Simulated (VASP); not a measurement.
Wanted: the native input for a VASP 6.6.1 run.

```yaml
Task: single point
Functional: BLYP
Potentials_or_basis: VASP PAW PBE potentials, release 64 (Sc_sv, Al)
Cutoff: 520 eV
k_mesh: 4 × 4 × 4
Occupations: fermi-dirac, width 0.05 eV
Spin: no spin polarisation
Dipole_correction: no
Further_INCAR_settings: ALGO = Normal; EDIFF = 1e-07; NBANDS = 18
```

The structure of ScAl3 lies in POSCAR:

```
ScAl3
1.0
    4.0878065700      0.0000000000      0.0000000000
    0.0000000000      4.0878065700      0.0000000000
    0.0000000000      0.0000000000      4.0878065700
Sc Al
1 3
Direct
    0.0000000000      0.0000000000      0.0000000000
    0.5000000000      0.5000000000      0.0000000000
    0.0000000000      0.5000000000      0.5000000000
    0.5000000000      0.0000000000      0.5000000000
```

One way to write it, as run:

INCAR

```
SYSTEM = ScAl3
PREC = Accurate
ENCUT = 520
EDIFF = 1E-7
ISMEAR = -1
SIGMA = 0.05
LREAL = .False.
LASPH = .True.
NELM = 100
ALGO = Normal
ISIF = 2
LWAVE = .False.
LCHARG = .False.
GGA = B5
ALDAX = 1.0
AGGAX = 1.0
AGGAC = 1.0
ALDAC = 0.0
NBANDS = 18
```

KPOINTS

```
regular mesh
0
Gamma
  4 4 4
  0 0 0
```

Potentials or basis: VASP PAW PBE potentials, release 64 (Sc_sv, Al).

Command:

```bash
$ cat potpaw_PBE.64/Sc_sv/POTCAR potpaw_PBE.64/Al/POTCAR > POTCAR
$ mpirun -np 1 vasp_std > vasp.out
```

It gave:

```json
{"Pressure": "4.2 GPa", "Band gap on the k mesh": "zero (band 10 reaches 8.41 eV, above the bottom of band 11 at 4.85 eV)"}
```

Caveat: the k points lie up to 0.38 Å⁻¹ apart; the PAW data sets were made with another functional, which shifts forces and pressure a little.

Wall time 24 s on 1 thread of AMD EPYC 7R13 Processor (Zen 3), on a shared host, peak memory 0.13 GiB.
